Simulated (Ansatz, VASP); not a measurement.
## Zn5BiO in VASP and in Ansatz

```xyz
7
Lattice="0.0000 4.0616 4.0616 4.0616 0.0000 4.0616 4.0616 4.0616 0.0000" Properties=species:S:1:pos:R:3 pbc="T T T"
Zn    5.1949    5.1949    5.1949
Zn    5.1949    2.9283    2.9283
Zn    2.9283    5.1949    2.9283
Zn    2.9283    2.9283    5.1949
Zn    2.0308    2.0308    2.0308
Bi    0.0000    0.0000    0.0000
O     4.0616    4.0616    4.0616
```

Alike in both runs: functional PBE; k mesh 4 × 4 × 4; occupations gaussian, width 0.2 eV; no spin polarisation.

Ansatz relaxed the structure, and its values are those at the end. VASP's run is a single point on that final structure, the one shown.

|  | VASP | Ansatz |
| --- | --- | --- |
| version | VASP 6.6.1 | Ansatz 0.2.0 |
| potentials or method | VASP PAW PBE potentials, release 64 (Zn, Bi_d, O), cutoff 520 eV | scalar-relativistic, plane waves, PAW |
| valence electrons in the cell | 81 | 81 |

|  | VASP | Ansatz | Ansatz less VASP |
| --- | --- | --- | --- |
| gap on the k mesh at the Fermi level (eV) | none | none | - |
| pressure (GPa) | 0.3 | 0.0 | -0.28 |
| rms of the force components (eV/Å) | 0.016 | 0.006 | -0.0093 |

A gap of «none» marks a metal or a gap that the smearing closes.

Neither program's run includes spin-orbit coupling.
